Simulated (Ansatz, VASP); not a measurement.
## Two plane-wave programs on ZnCd2Se3

INCAR

```
SYSTEM = ZnCd2Se3
ALGO = Normal
EDIFF = 1E-6
ENCUT = 500
GGA = PE
GGA_COMPAT = .FALSE.
ISIF = 2
ISMEAR = 0
LASPH = .TRUE.
LCHARG = .FALSE.
LREAL = .FALSE.
LWAVE = .FALSE.
NBANDS = 66
NELM = 120
PREC = Accurate
SIGMA = 0.1
```

File KPOINTS:

```
k-points
0
G
  6 6 1
  0 0 0
```

The input POSCAR:

```
ZnCd2Se3
1.0
    4.1122128900      0.0000000000      0.0000000000
   -2.0561064500      3.5612808300      0.0000000000
    0.0000000000      0.0000000000     20.1335322300
Zn Cd Se
2 4 6
Direct
    0.6666666700      0.3333333300      0.0000000000
    0.3333333300      0.6666666700      0.8333333300
    0.6666666700      0.3333333300      0.3333333300
    0.6666666700      0.3333333300      0.6666666700
    0.3333333300      0.6666666700      0.1666666700
    0.3333333300      0.6666666700      0.5000000000
    0.6666666700      0.3333333300      0.1250000000
    0.6666666700      0.3333333300      0.4583333300
    0.6666666700      0.3333333300      0.7916666700
    0.3333333300      0.6666666700      0.2916666700
    0.3333333300      0.6666666700      0.6250000000
    0.3333333300      0.6666666700      0.9583333300
```

Input for Ansatz:

```yaml
crystal:
  lattice:
    - [4.11221289, 0.0, 0.0]
    - [-2.05610645, 3.56128083, 0.0]
    - [0.0, 0.0, 20.13353223]
  atoms:
    - { symbol: Zn, position: [0.66666667, 0.33333333, 0.0] }
    - { symbol: Zn, position: [0.33333333, 0.66666667, 0.83333333] }
    - { symbol: Cd, position: [0.66666667, 0.33333333, 0.33333333] }
    - { symbol: Cd, position: [0.66666667, 0.33333333, 0.66666667] }
    - { symbol: Cd, position: [0.33333333, 0.66666667, 0.16666667] }
    - { symbol: Cd, position: [0.33333333, 0.66666667, 0.5] }
    - { symbol: Se, position: [0.66666667, 0.33333333, 0.125] }
    - { symbol: Se, position: [0.66666667, 0.33333333, 0.45833333] }
    - { symbol: Se, position: [0.66666667, 0.33333333, 0.79166667] }
    - { symbol: Se, position: [0.33333333, 0.66666667, 0.29166667] }
    - { symbol: Se, position: [0.33333333, 0.66666667, 0.625] }
    - { symbol: Se, position: [0.33333333, 0.66666667, 0.95833333] }
basis:
  ecutwfc: 420
kpoints:
  mp_grid: { grid: [6, 6, 1] }
hamiltonian:
  xc: pbe
scf:
  occupations: { method: gaussian, width: 0.1 }
  lower_state_search: "off"
output:
  forces: true
  stress: true
  eigenvalues: true
```

Alike in both runs: task single point; functional PBE; k mesh 6 × 6 × 1; occupations gaussian, width 0.1 eV; no spin polarisation.

|  | VASP | Ansatz |
| --- | --- | --- |
| version | VASP 6.6.1 | Ansatz 0.2.0 |
| potentials or method | VASP PAW PBE potentials, release 64 (Zn, Cd, Se), cutoff 500 eV | scalar-relativistic, plane waves, PAW |
| valence electrons in the cell | 108 | 200 |

VASP gave:

* gap on the k mesh at the Fermi level (eV): 0.92
* least direct gap on the mesh (eV): 0.92
* pressure (GPa): 8.6
* traceless stress, the component that is largest in VASP (GPa): 0.26
* rms of the force components (eV/Å): 0.318

Problem. Which values does Ansatz return?

Solution. gap on the k mesh at the Fermi level (eV): 0.92; least direct gap on the mesh (eV): 0.92; pressure (GPa): 8.2; traceless stress, the component that is largest in VASP (GPa): 0.26; rms of the force components (eV/Å): 0.310.

Atom by atom the forces differ by 0.009 eV/Å (rms over components). VASP's potentials hold 108 valence electrons a cell and Ansatz's 200, so a difference there can come from the potentials and not from the codes.
